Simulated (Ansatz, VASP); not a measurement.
# GaP: VASP beside Ansatz

```
Ga P
1.0
     0.00000    2.72525    2.75250
     2.72525    0.00000    2.75250
     2.72525    2.72525    0.00000
Ga P
1 1
Direct
  0.00000 0.00000 0.00000
  0.25000 0.25000 0.25000
```

Change from the starting cell: z stretched by +1 %, ions relaxed.

Alike in both runs: functional PBE; k mesh 14 × 14 × 14; occupations fermi-dirac, width 0.02 eV; no spin polarisation.

Ansatz relaxed the structure, and its values are those at the end. VASP's run is a single point on that final structure, the one shown.

```csv
,VASP,Ansatz
version,VASP 6.6.1,Ansatz 0.2.0
potentials or method,"VASP PAW PBE potentials, release 64 (Ga_d, P)","plane-wave PAW, scalar-relativistic"
plane-wave cutoff (eV),520,420
valence electrons in the cell,18,18
```

```csv
,VASP,Ansatz,Ansatz less VASP
gap on the k mesh at the Fermi level (eV),1.56,1.56,+0.001
pressure (GPa),1.6,1.7,+0.02
```

Ansatz's warnings: stress scf threshold loose.
